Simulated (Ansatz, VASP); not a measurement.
PbO2: VASP beside Ansatz

INCAR

```
SYSTEM = PbO2
  PREC = Accurate
  ENCUT = 520
  EDIFF = 1E-6
  ISMEAR = 0
  SIGMA = 0.1
  LREAL = .False.
  LASPH = .True.
  NELM = 100
  ALGO = Normal
  ISIF = 2
  LWAVE = .False.
  LCHARG = .True.
  GGA = PS
  LELF = .True.
  LVHAR = .True.
  NBANDS = 20
```

File KPOINTS:

```
Automatic mesh
0
Gamma
  14 14 14
  0 0 0
```

File POSCAR:

```
PbO2
1.0
    0.0000000000      2.6098460274      2.6098460274
    2.6098460274      0.0000000000      2.6098460274
    2.6098460274      2.6098460274      0.0000000000
Pb O
1 2
Direct
    0.0000000000      0.0000000000      0.0000000000
    0.2500000000      0.2500000000      0.2500000000
    0.7500000000      0.7500000000      0.7500000000
```

Input for Ansatz:

```yaml
crystal:
  lattice:
    - [0.0, 2.6098460274, 2.6098460274]
    - [2.6098460274, 0.0, 2.6098460274]
    - [2.6098460274, 2.6098460274, 0.0]
  atoms:
    - { symbol: Pb, position: [0.0, 0.0, 0.0] }
    - { symbol: O, position: [0.25, 0.25, 0.25] }
    - { symbol: O, position: [0.75, 0.75, 0.75] }
basis:
  ecutwfc: 420
kpoints:
  mp_grid: { grid: [14, 14, 14] }
hamiltonian:
  xc: pbesol
scf:
  occupations: { method: gaussian, width: 0.1 }
output:
  forces: true
  stress: true
  eigenvalues: true
```

Alike in both runs: task single point; functional PBEsol; k mesh 14 × 14 × 14; occupations gaussian, width 0.1 eV; no spin polarisation.

|  | VASP | Ansatz |
| --- | --- | --- |
| version | VASP 6.6.1 | Ansatz 0.2.0 |
| potentials or method | VASP PAW PBE potentials, release 64 (Pb_d, O), cutoff 520 eV | scalar-relativistic, plane waves, PAW |
| valence electrons in the cell | 26 | 26 |

```tsv
	VASP	Ansatz	Ansatz less VASP
gap on the k mesh at the Fermi level (eV)	none	none	-
pressure (GPa)	11.4	11.0	-0.39
```

VASP's potentials were made for PBE, not for PBEsol. A gap of «none» marks a metal or a gap that the smearing closes.

Neither program's run includes spin-orbit coupling.
